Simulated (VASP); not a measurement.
# In (Fmmm) in VASP: notebook

In is run at these levels: PBEsol; tasks: single point.

Program: VASP 6.6.1. These are calculated values, not measurements. Logs are shortened: lines on timing, memory, paths and dates and some standing lists are left out, and cuts for length are marked.

**1. The cell of the first run**

Symmetry: Fmmm, No. 69, orthorhombic system. The conventional cell has a = 4.553 Å, b = 4.645 Å, c = 4.948 Å, α = 90.00°, β = 90.00°, γ = 90.00°. Within 4.3 Å of In (site symmetry mmm) lie 12 In at 3.25 to 3.39 Å.

**2. Single point, PBEsol (strain -0.0200 x Voigt [0, 0, 0, 0, 0, 1])**

The input, INCAR:

```
SYSTEM = In
PREC = Accurate ; ENCUT = 520
EDIFF = 1E-6 ; ISMEAR = 0
SIGMA = 0.15 ; LREAL = .FALSE.
LASPH = .TRUE. ; NELM = 60
ALGO = Fast ; ISIF = 2
LWAVE = .FALSE. ; LCHARG = .TRUE.
GGA = PS ; LELF = .TRUE.
LVHAR = .TRUE. ; NBANDS = 12
```

The input, KPOINTS:

```
regular mesh
0
G
  20 20 20
  0 0 0
```

The input, POSCAR:

```
In
1.0
   -1.6424115000      1.6424115000      2.4739500000
    1.6424115000     -1.6424115000      2.4739500000
    1.6098885000      1.6098885000     -2.4739500000
In
1
Direct
    0.0000000000      0.0000000000      0.0000000000
```

Potentials or basis: VASP PAW PBE potentials, release 64 (In_d).

Command:

```bash
> cat potpaw_PBE.64/In_d/POTCAR > POTCAR
> mpirun -np 1 vasp_std > vasp.out
```

OUTCAR:

```text
SYSTEM = In
   PREC = Accurate
   ENCUT = 520
   EDIFF = 1E-6
   ISMEAR = 0
   LREAL = .FALSE.
   LASPH = .TRUE.
   NELM = 60
   ISIF = 2
   GGA = PS

 ion  position               nearest neighbor table
   1  0.000  0.000  0.000-

  LATTYP: Found a face centered orthorhombic cell.
 ALAT       =     4.5534523012
 B/A-ratio  =     1.0202020202
 C/A-ratio  =     1.0866260746

  Lattice vectors:

 A1 = (   1.6424115000,  -1.6424115000,  -2.4739500000)
 A2 = (   1.6098885000,   1.6098885000,  -2.4739500000)
 A3 = (   3.2523000000,  -0.0325230000,   0.0000000000)

Analysis of symmetry for initial positions (statically):
=====================================================================
 Subroutine PRICEL returns:
 Original cell was already a primitive cell.

 Routine SETGRP: Setting up the symmetry group for a
 face centered orthorhombic supercell.

 Subroutine GETGRP returns: Found  8 space group operations
 (whereof  8 operations were pure point group operations)
 out of a pool of  8 trial point group operations.

The static configuration has the point symmetry D_2h.

Analysis of symmetry for dynamics (positions and initial velocities):
=====================================================================
 Subroutine PRICEL returns:
 Original cell was already a primitive cell.

 Routine SETGRP: Setting up the symmetry group for a
 face centered orthorhombic supercell.

 Subroutine GETGRP returns: Found  8 space group operations
 (whereof  8 operations were pure point group operations)
 out of a pool of  8 trial point group operations.

The dynamic configuration has the point symmetry D_2h.

 Subroutine INISYM returns: Found  8 space group operations
 (whereof  8 operations are pure point group operations),
 and found     1 'primitive' translations

----------------------------------------------------------------------------------------

                                     Primitive cell

  volume of cell :      26.1655

  direct lattice vectors                    reciprocal lattice vectors
    -1.642411500  1.642411500  2.473950000     0.003075055  0.307505461  0.202105944
     1.642411500 -1.642411500  2.473950000     0.307505461  0.003075055  0.202105944
     1.609888500  1.609888500 -2.473950000     0.310580515  0.310580515  0.000000000

  length of vectors
     3.393443630  3.393443630  3.362128874     0.367988963  0.367988963  0.439227177

  position of ions in fractional coordinates (direct lattice)
     0.000000000  0.000000000  0.000000000

  ion indices of the primitive-cell ions
   primitive index   ion index
                 1           1

----------------------------------------------------------------------------------------

 KPOINTS: regular mesh

Automatic generation of k-mesh.
 Grid dimensions read from file:
 generate k-points for:   20   20   20

 Generating k-lattice:

  Cartesian coordinates                     Fractional coordinates (reciprocal lattice)
     0.000153753  0.015375273  0.010105297     0.050000000  0.000000000 -0.000000000
     0.015375273  0.000153753  0.010105297     0.000000000  0.050000000 -0.000000000
     0.015529026  0.015529026  0.000000000     0.000000000  0.000000000  0.050000000

  Length of vectors
     0.018399448  0.018399448  0.021961359

  Shift w.r.t. Gamma in fractional coordinates (k-lattice)
     0.000000000  0.000000000  0.000000000

 Subroutine IBZKPT returns following result:
 ===========================================

 Found   1166 irreducible k-points:

 Following reciprocal coordinates:
            Coordinates               Weight
  0.000000  0.000000  0.000000      1.000000
  0.050000  0.000000  0.000000      8.000000
  0.100000  0.000000  0.000000      8.000000
  0.150000  0.000000 -0.000000      8.000000
  0.200000  0.000000  0.000000      8.000000
  0.250000  0.000000  0.000000      8.000000
[... 16 lines left out ...]
 -0.400000  0.050000  0.000000      8.000000
 -0.350000  0.050000  0.000000      8.000000
 [... further k-points ...]
   k-points           NKPTS =   1166   k-points in BZ     NKDIM =   1166   number of bands    NBANDS=     12
   number of dos      NEDOS =    301   number of ions     NIONS =      1
   total plane-waves  NPLWV =  21952
   dimension x,y,z NGX =    28 NGY =   28 NGZ =   28
   dimension x,y,z NGXF=    56 NGYF=   56 NGZF=   56
   ions per type =               1
   NGX,Y,Z   is equivalent  to a cutoff of  13.72, 13.72, 13.85 a.u.
   NGXF,Y,Z  is equivalent  to a cutoff of  27.43, 27.43, 27.69 a.u.
 SYSTEM =  In
   PREC   = accura    normal or accurate (medium, high low for compatibility)
   ISTART =      0    job   : 0-new  1-cont  2-samecut
   ICHARG =      2    charge: 1-file 2-atom 10-const
   ISPIN  =      1    spin polarized calculation?
   LNONCOLLINEAR =      F non collinear calculations
   LSORBIT =      F    spin-orbit coupling
   LASPH  =      T    aspherical Exc in radial PAW
   ENCUT  =  520.0 eV  38.22 Ry    6.18 a.u.   6.31  6.31  6.25*2*pi/ulx,y,z
   NELM   =     60;   NELMIN=  2; NELMDL= -5     # of ELM steps
   EDIFF  = 0.1E-05   stopping-criterion for ELM
   LREAL  =      F    real-space projection
   EDIFFG = 0.1E-04   stopping-criterion for IOM
   NSW    =      0    number of steps for IOM
   IBRION =     -1    ionic relax: 0-MD 1-quasi-New 2-CG
   NFREE  =      0    steps in history (QN), initial steepest desc. (CG)
   ISIF   =      2    stress and relaxation
   ISYM   =      2    0-nonsym 1-usesym 2-fastsym
   POTIM  = 0.5000    time-step for ionic-motion
   TEBEG  =    0.0;   TEEND  =   0.0 temperature during run
   PSTRESS=    0.0 pullay stress
   NELECT =      13.0000    total number of electrons
   NUPDOWN=      -1.0000    fix difference up-down
   EMIN   =  10.00;   EMAX   =-10.00  energy-range for DOS
   EFERMI =   0.00;   METHOD = LEGACY
   ISMEAR =     0;   SIGMA  =   0.15  broadening in eV -4-tet -1-fermi 0-gaus
   EFERMI_NEDOS =   21; number of points for ismear=-14 and -15
   IALGO  =     68    algorithm
   IMIX   =      4    mixing-type and parameters
     AMIX     =   0.40;   BMIX     =  1.00
     AMIX_MAG =   1.60;   BMIX_MAG =  1.00
  volume/ion in A,a.u.               =      26.17       176.57
  Fermi-wavevector in a.u.,A,eV,Ry     =   1.296621  2.450258 22.874469  1.681226
  Thomas-Fermi vector in A             =   2.428066
   LORBIT       =      0    0 simple, 1 ext, 2 COOP (PROOUT), +10 PAW based schemes
   GGA     = PS    functional components
   LHFCALC =     F    Hartree Fock is set to
   AEXX    =    0.0000 exact exchange contribution
   IVDW    =     0    specifies the selected vdW correction
   LEPSILON=     F    determine dielectric tensor
   LRPA    =     F    only Hartree local field effects (RPA)
 non-spin polarized calculation
 RMM-DIIS sequential band-by-band and
 Gauss-broadening in eV      SIGMA  =   0.15
  energy-cutoff  :      520.00
  volume of cell :       26.17
 maximum number of plane-waves:       721
 NGX is ok and might be reduce to    28
   NGX = 13   NGY = 13   NGZ = 13

 number of electron      13.0000005 magnetization

 Free energy of the ion-electron system (eV)
  ---------------------------------------------------
  ext. energy  EPLUGINS =         0.00000000
  ---------------------------------------------------
  free energy    TOTEN  =        -2.98478474 eV

  energy without entropy =       -2.97954259  energy(sigma->0) =       -2.98216367

 E-fermi :   7.3474     XC(G=0): -10.4045

 val. band max:        7.3427971210   @ k =   0.3000   0.3000   0.0500
 cond. band min:       7.3510189898   @ k =  -0.2500   0.3000   0.4000
 fundamental gap:      0.0082218688
 Fermi energy:         7.3474338548

 k-point     1 :       0.0000    0.0000    0.0000
  band No.  band energies     occupation
      1      -7.2612      2.00000
      2      -7.1673      2.00000
      3      -7.1434      2.00000
      4      -7.0736      2.00000
      5      -6.9675      2.00000
      6      -2.2105      2.00000
      7      17.8436      0.00000
      8      17.8968      0.00000
      9      18.0396      0.00000
     10      18.9424      0.00000
     11      21.3522      0.00000
     12      21.4434      0.00000

 k-point     2 :       0.0500    0.0000    0.0000
  band No.  band energies     occupation
      1      -7.2570      2.00000
      2      -7.1653      2.00000
      3      -7.1415      2.00000
      4      -7.0731      2.00000
      5      -6.9692      2.00000
      6      -2.1557      2.00000
      7      17.1520      0.00000
      8      17.7981      0.00000
      9      17.8465      0.00000
     10      18.8062      0.00000
     11      21.5418      0.00000
     12      21.5888      0.00000

 k-point     3 :       0.1000    0.0000    0.0000
  band No.  band energies     occupation
      1      -7.2464      2.00000
      2      -7.1622      2.00000
      3      -7.1346      2.00000
      4      -7.0693      2.00000
      5      -6.9734      2.00000
      6      -1.9907      2.00000
      7      15.5814      0.00000
      8      17.4712      0.00000
      9      17.6145      0.00000
     10      18.7378      0.00000
     11      21.5884      0.00000
     12      22.0089      0.00000

 k-point     4 :       0.1500    0.0000   -0.0000
  band No.  band energies     occupation
      1      -7.2346      2.00000
      2      -7.1637      2.00000
      3      -7.1224      2.00000
      4      -7.0571      2.00000
      5      -6.9774      2.00000
      6      -1.7138      2.00000
      7      13.8586      0.00000
      8      17.0056      0.00000
      9      17.3813      0.00000
     10      18.7047      0.00000
     11      20.9642      0.00000
     12      22.6201      0.00000

 k-point     5 :       0.2000    0.0000    0.0000
  band No.  band energies     occupation
      1      -7.2274      2.00000
      2      -7.1716      2.00000
      3      -7.1107      2.00000
      4      -7.0314      2.00000
      5      -6.9762      2.00000
      6      -1.3228      2.00000
      7      12.1465      0.00000
      8      16.5237      0.00000
      9      17.1457      0.00000
     10      18.6758      0.00000
     11      20.3749      0.00000
     12      22.6063      0.00000
[... 228 lines left out ...]
      1      -7.2563      2.00000
      2      -7.2205      2.00000
      3      -7.1378      2.00000
      4      -6.8878      2.00000
      5      -6.8444      2.00000
      6       2.9580      2.00000
      7       4.1493      2.00000
      8      14.6468      0.00000
      9      15.9590      0.00000
     10      18.0386      0.00000
     11      19.0698      0.00000
     12      21.1680      0.00000

 k-point    22 :      -0.4500    0.0500    0.0000
  band No.  band energies     occupation
      1      -7.2529      2.00000
      2      -7.2167      2.00000
      3      -7.1346      2.00000
      4      -6.8987      2.00000
      5      -6.8537      2.00000
      6       2.0692      2.00000
      7       5.2143      2.00000
      8      14.6704      0.00000
      9      16.1279      0.00000
     10      18.0132      0.00000
     11      19.2295      0.00000
     12      21.0085      0.00000

 k-point    23 :      -0.4000    0.0500    0.0000
  band No.  band energies     occupation
      1      -7.2450      2.00000
      2      -7.2100      2.00000
      3      -7.1273      2.00000
      4      -6.9191      2.00000
      5      -6.8761      2.00000
      6       1.1608      2.00000
      7       6.5145      2.00000
      8      14.7831      0.00000
      9      16.3279      0.00000
     10      18.1180      0.00000
     11      19.4686      0.00000
     12      20.8778      0.00000

 k-point    24 :      -0.3500    0.0500    0.0000
  band No.  band energies     occupation
      1      -7.2344      2.00000
      2      -7.2013      2.00000
      3      -7.1174      2.00000
      4      -6.9466      2.00000
      5      -6.9079      2.00000
      6       0.3489      2.00000
      7       7.9314      0.00000
      8      14.9836      0.00000
      9      16.5305      0.00000
     10      18.3573      0.00000
     11      19.7886      0.00000
     12      20.8118      0.00000

 [... further k-points ...]
[... 5 lines left out ...]
  --------------------------------------------------------------------------------------
  -------------------------------------------------------------------------------------
  Total       -0.1469355     -0.1469355     -0.1752361     -0.0041739      0.0000000      0.0000000
  in kB       -8.9972263     -8.9972263    -10.7301393     -0.2555812      0.0000000      0.0000000
  external PRESSURE =      -9.5748639 kB  Pullay stress =       0.0000000 kB

 VOLUME and BASIS-vectors are now :
 -----------------------------------------------------------------------------
  energy-cutoff  :      520.00
  volume of cell :       26.17
      direct lattice vectors                 reciprocal lattice vectors
    -1.642411500  1.642411500  2.473950000     0.003075055  0.307505461  0.202105944
     1.642411500 -1.642411500  2.473950000     0.307505461  0.003075055  0.202105944
     1.609888500  1.609888500 -2.473950000     0.310580515  0.310580515  0.000000000

 POSITION                                       TOTAL-FORCE (eV/Angst)
 -----------------------------------------------------------------------------------
      0.00000      0.00000      0.00000        -0.000000      0.000000      0.000000
 -----------------------------------------------------------------------------------
    total drift:                               -0.000000     -0.000000     -0.000000

  FREE ENERGIE OF THE ION-ELECTRON SYSTEM (eV)
  ---------------------------------------------------
  free  energy   TOTEN  =        -2.9847847445 eV

  energy  without entropy=       -2.9795425883  energy(sigma->0) =       -2.98216367
```

It took 6.3 min on 1 thread of Intel Xeon Platinum 8124M at 3.00GHz (Skylake/Cascade Lake), shared host; peak memory 0.45 GiB.

What came out:

```yaml
Free_energy: -2.9848 eV
Pressure: -1.0 GPa
Band_gap_on_the_k_mesh: zero (an odd number of electrons rules out a gap without spin polarisation)
```

Levels at points of the mesh, in eV from the Fermi level:
```csv
k point,band 4,band 5,band 6,band 7,band 8,band 9
"(0.00, 0.00, 0.00)",-14.42,-14.31,-9.56,10.50,10.55,10.69
"(0.50, 0.00, 0.00)",-14.23,-14.19,-4.32,-3.38,7.52,9.11
"(0.50, 0.50, 0.00)",-14.21,-14.12,-2.07,-1.84,3.63,4.11
"(0.00, 0.00, 0.50)",-14.20,-14.12,-1.85,-1.50,3.40,3.77
"(0.50, 0.50, 0.50)",-14.19,-14.17,-2.94,-2.68,4.67,4.77
```

Caveat: the cell differs from its parent crystal (strain -0.0200 x Voigt [0, 0, 0, 0, 0, 1]); the PAW data sets were made with another functional, which shifts forces and pressure a little; spin-orbit coupling is left out, which moves the levels of the heavy elements.

**3. Single point, PBEsol (strain +0.0150 x Voigt [0, 0, 0, 0, 0, 1])**

The input, INCAR:

```
SYSTEM = In
PREC = Accurate
ENCUT = 520
EDIFF = 1E-7
ISMEAR = 0
SIGMA = 0.15
LREAL = .FALSE.
LASPH = .TRUE.
NELM = 60
ALGO = Fast
ISIF = 2
LWAVE = .FALSE.
LCHARG = .FALSE.
GGA = PS
NBANDS = 12
```

KPOINTS is that of step 2.

The input, POSCAR:

```
In
1.0
   -1.6139538750      1.6139538750      2.4739500000
    1.6139538750     -1.6139538750      2.4739500000
    1.6383461250      1.6383461250     -2.4739500000
In
1
Direct
    0.0000000000      0.0000000000      0.0000000000
```

Potentials or basis: VASP PAW PBE potentials, release 64 (In_d).

Command:

```bash
> cat potpaw_PBE.64/In_d/POTCAR > POTCAR
> mpirun -np 1 vasp_std > vasp.out
```

Wall time 6.8 min (1 thread of Intel Xeon Platinum 8124M at 3.00GHz (Skylake/Cascade Lake), shared host); peak memory 0.45 GiB.

It converged, with:

| Property | Result |
| --- | --- |
| Free energy | -2.9848 eV |
| Pressure | -1.0 GPa |
| Band gap on the k mesh | zero (an odd number of electrons rules out a gap without spin polarisation) |

Stress tensor (GPa, compression positive):
```
-0.92  0.02  0.00
 0.02 -0.92  0.00
 0.00  0.00 -1.12
```

Levels at points of the mesh, in eV from the Fermi level:
```tsv
k point	band 4	band 5	band 6	band 7	band 8	band 9
(0.00, 0.00, 0.00)	-14.42	-14.31	-9.56	10.50	10.54	10.69
(0.50, 0.00, 0.00)	-14.23	-14.19	-4.31	-3.38	7.52	9.12
(0.50, 0.50, 0.00)	-14.20	-14.12	-1.88	-1.54	3.43	3.81
(0.00, 0.00, 0.50)	-14.21	-14.12	-2.05	-1.80	3.60	4.07
(0.50, 0.50, 0.50)	-14.18	-14.17	-2.94	-2.68	4.68	4.75
```

Caveat: the cell differs from its parent crystal (strain +0.0150 x Voigt [0, 0, 0, 0, 0, 1]); the PAW data sets were made with another functional, which shifts forces and pressure a little; spin-orbit coupling is left out, which moves the levels of the heavy elements.

**4. Single point, PBEsol (strain -0.0100 x Voigt [0, 0, 0, 0, 0, 1])**

The input, INCAR:

```
ALGO = Fast
EDIFF = 1E-6
ENCUT = 520
GGA = PS
ISIF = 2
ISMEAR = 0
LASPH = T
LCHARG = T
LELF = T
LREAL = F
LVHAR = T
LWAVE = F
NBANDS = 12
NELM = 100
PREC = Accurate
SIGMA = 0.15
```

The input, KPOINTS:

```
k-points
0
Gamma
  20 20 20
```

The input, POSCAR:

```
In
1.0
   -1.6342807500      1.6342807500      2.4739500000
    1.6342807500     -1.6342807500      2.4739500000
    1.6180192500      1.6180192500     -2.4739500000
In
1
Direct
    0.0000000000      0.0000000000      0.0000000000
```

Command:

```bash
> cat potpaw_PBE.64/In_d/POTCAR > POTCAR
> mpirun -np 1 vasp_std > vasp.out
```

Run time: 5.6 min. Hardware: 1 thread of Intel Xeon Platinum 8124M at 3.00GHz (Skylake/Cascade Lake), shared host; peak memory 0.45 GiB.

Results (log left out):

```yaml
Free_energy: -2.9847 eV
Pressure: -0.9 GPa
Band_gap_on_the_k_mesh: zero (an odd number of electrons rules out a gap without spin polarisation)
```

Stress tensor (GPa, compression positive):
```
-0.85 -0.01  0.00
-0.01 -0.85  0.00
 0.00  0.00 -1.07
```

Levels at points of the mesh, in eV from the Fermi level:
| k point | band 4 | band 5 | band 6 | band 7 | band 8 | band 9 |
| --- | --- | --- | --- | --- | --- | --- |
| (0.00, 0.00, 0.00) | -14.42 | -14.31 | -9.56 | 10.51 | 10.54 | 10.69 |
| (0.50, 0.00, 0.00) | -14.23 | -14.19 | -4.31 | -3.38 | 7.52 | 9.13 |
| (0.50, 0.50, 0.00) | -14.21 | -14.12 | -2.02 | -1.75 | 3.58 | 4.03 |
| (0.00, 0.00, 0.50) | -14.20 | -14.12 | -1.91 | -1.58 | 3.46 | 3.86 |
| (0.50, 0.50, 0.50) | -14.18 | -14.17 | -2.94 | -2.68 | 4.69 | 4.74 |

Caveat: the cell differs from its parent crystal (strain -0.0100 x Voigt [0, 0, 0, 0, 0, 1]); the PAW data sets were made with another functional, which shifts forces and pressure a little; spin-orbit coupling is left out, which moves the levels of the heavy elements.

(Continued in part 2 of 2.)
